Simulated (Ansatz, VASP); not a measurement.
## Y in VASP and in Ansatz

```xyz
1
Lattice="0.0000 2.3385 2.8062 2.3385 0.0000 2.8062 2.3385 2.3385 0.0000" Properties=species:S:1:pos:R:3 pbc="T T T"
Y     0.0000    0.0000    0.0000
```

Alike in both runs: task single point; functional PBEsol; k mesh 18 × 18 × 18; occupations gaussian, width 0.15 eV; no spin polarisation.

|  | VASP | Ansatz |
| --- | --- | --- |
| version | VASP 6.6.1 | Ansatz 0.2.0 |
| potentials or method | VASP PAW PBE potentials, release 64 (Y_sv), cutoff 520 eV | scalar-relativistic, plane waves, PAW |
| valence electrons in the cell | 11 | 11 |

Ansatz gave:

```
gap on the k mesh at the Fermi level (eV)                     : none
pressure (GPa)                                                : 0.1
traceless stress, the component that is largest in VASP (GPa) : -4.23
```

Problem. What did VASP give for the same quantities?

Solution. gap on the k mesh at the Fermi level (eV): none; pressure (GPa): 0.0; traceless stress, the component that is largest in VASP (GPa): -4.26.

VASP's potentials were made for PBE, not for PBEsol. A gap of «none» marks a metal or a gap that the smearing closes.
